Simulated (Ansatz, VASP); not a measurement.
Two plane-wave programs on Mg3HO3

```
Mg O H
1.0
     2.98041    0.00000    0.00000
     0.00000    2.98041    0.00000
     0.00000    0.00000   21.23994
Mg O H
3 3 1
Cartesian
  1.4902 1.4902 4.0000
  0.0000 0.0000 6.1127
  1.4902 1.4902 8.1930
  0.0000 0.0000 4.0000
  1.4902 1.4902 6.1033
  0.0000 0.0000 8.2399
  0.4967 0.0000 10.9699
```

Alike in both runs: task single point; functional PBEsol; k mesh 9 × 9 × 1; occupations gaussian, width 0.05 eV; collinear spin.

```csv
,VASP,Ansatz
version,VASP 6.6.1,Ansatz 0.2.0
potentials or method,"VASP PAW PBE potentials, release 64 (Mg, O, H), cutoff 520 eV","scalar-relativistic, plane waves, PAW"
valence electrons in the cell,25,49
```

Ansatz gave:

```
gap on the k mesh at the Fermi level (eV)                     : 1.59
least direct gap on the mesh (eV)                             : 1.63
rms of the force components (eV/Å)                            : 0.140
net moment per atom (μB)                                      : 0.14
size of the moment on the site where the two differ most (μB) : 0.81
```

Problem. Which values does VASP return?

Solution. gap on the k mesh at the Fermi level (eV): 1.58; least direct gap on the mesh (eV): 1.62; rms of the force components (eV/Å): 0.143; net moment per atom (μB): 0.14; size of the moment on the site where the two differ most (μB): 0.36.

VASP's potentials were made for PBE, not for PBEsol, and Ansatz warns of the same on its side. Site moments also hang on the region over which each program counts them. VASP's potentials hold 25 valence electrons a cell and Ansatz's 49, so a difference there can come from the potentials and not from the codes.
